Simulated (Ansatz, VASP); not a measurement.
MgFeC6N6 in VASP and in Ansatz

```
Mg Fe C N
1.0
     0.00000    5.18300    5.18300
     5.18300    0.00000    5.18300
     5.18300    5.18300    0.00000
Mg Fe C N
1 1 6 6
Direct
  0.50000 0.50000 0.50000
  0.00000 0.00000 0.00000
  0.81304 0.18696 0.18696
  0.18696 0.81304 0.18696
  0.18696 0.18696 0.81304
  0.18696 0.81304 0.81304
  0.81304 0.18696 0.81304
  0.81304 0.81304 0.18696
  0.70017 0.29983 0.29983
  0.29983 0.70017 0.29983
  0.29983 0.29983 0.70017
  0.29983 0.70017 0.70017
  0.70017 0.29983 0.70017
  0.70017 0.70017 0.29983
```

Alike in both runs: task single point; functional PBE; k mesh 4 × 4 × 4; occupations gaussian, width 0.1 eV; collinear spin.

|  | VASP | Ansatz |
| --- | --- | --- |
| version | VASP 6.6.1 | Ansatz 0.2.0 |
| potentials or method | VASP PAW PBE potentials, release 64 (Mg, Fe, C, N), cutoff 520 eV | scalar-relativistic, plane waves, PAW |
| valence electrons in the cell | 64 | 80 |

|  | VASP | Ansatz | Ansatz less VASP |
| --- | --- | --- | --- |
| gap on the k mesh at the Fermi level (eV) | none | none | - |
| pressure (GPa) | 0.7 | 0.3 | -0.39 |
| rms of the force components (eV/Å) | 0.300 | 0.437 | +0.1368 |
| net moment per atom (μB) | 0.14 | 0.14 | 0.000 |
| size of the moment on the site where the two differ most (μB) | 1.67 | 1.53 | -0.144 |

Site moments also hang on the region over which each program counts them. Atom by atom the forces differ by 0.214 eV/Å (rms over components). A gap of «none» marks a metal or a gap that the smearing closes. One of these differences is far larger than is usual between the two programs; its cause wasn't traced. With one functional, cell and mesh, what is left measures potentials, basis and numerics. VASP's potentials hold 64 valence electrons a cell and Ansatz's 80, so a difference there can come from the potentials and not from the codes.

Noted on VASP's run: the standard files for N, O and F lose accuracy on very short bonds.
